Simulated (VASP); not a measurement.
Write the native input for VASP 6.6.1 that does the following.

```yaml
Task: single point
Functional: r2SCAN
Potentials_or_basis: VASP PAW PBE potentials, release 64 (Na_pv)
Cutoff: 520 eV
k_mesh: 3 × 3 × 3
Occupations: fermi-dirac, width 0.1 eV
Spin: no spin polarisation
Dipole_correction: no
Further_INCAR_settings: ALGO = Normal; EDIFF = 1e-06; NBANDS = 10
```

Crystal: Na.

```
CELL_PARAMETERS angstrom
3.48943 0.00000 0.00000
0.00000 3.48943 0.00000
0.00000 0.00000 3.48943
ATOMIC_POSITIONS crystal
Na 0.00000 0.00000 0.00000
```

One way to write it, as run:

POSCAR

```
Na
1.0
    3.4894330213      0.0000000000      0.0000000000
    0.0000000000      3.4894330213      0.0000000000
    0.0000000000      0.0000000000      3.4894330213
Na
1
Direct
    0.0000000000      0.0000000000      0.0000000000
```

INCAR.step1

```
SYSTEM = Na
PREC = Accurate
ENCUT = 520
ISMEAR = -1
SIGMA = 0.1
LREAL = .FALSE.
LASPH = .TRUE.
NELM = 80
NBANDS = 10
GGA = PE
ALGO = Normal
EDIFF = 1E-4
LWAVE = .TRUE.
LCHARG = .FALSE.
```

INCAR.step2

```
SYSTEM = Na
PREC = Accurate
ENCUT = 520
EDIFF = 1E-6
ISMEAR = -1
SIGMA = 0.1
LREAL = .FALSE.
LASPH = .TRUE.
NELM = 80
ALGO = Normal
ISIF = 2
LWAVE = .FALSE.
LCHARG = .FALSE.
METAGGA = R2SCAN
LMIXTAU = .TRUE.
NBANDS = 10
ISTART = 1
```

KPOINTS

```
regular mesh
0
G
  3 3 3
  0 0 0
```

Potentials or basis: VASP PAW PBE potentials, release 64 (Na_pv).

Launch:

```console
$ cat potpaw_PBE.64/Na_pv/POTCAR > POTCAR
$ cp INCAR.step1 INCAR
$ mpirun -np 1 vasp_std > vasp.out
$ cp INCAR.step2 INCAR
$ mpirun -np 1 vasp_std > vasp.out
```

Results of the run:

```yaml
Pressure: -0.1 GPa
```

Caveat: the k points lie up to 0.60 Å⁻¹ apart; the PAW data sets were made with another functional, which shifts forces and pressure a little.

Wall time 10 s on 1 thread of Intel(R) Xeon(R) Platinum 8375C CPU @ 2.90GHz (Ice Lake), on a shared host, peak memory 0.14 GiB.
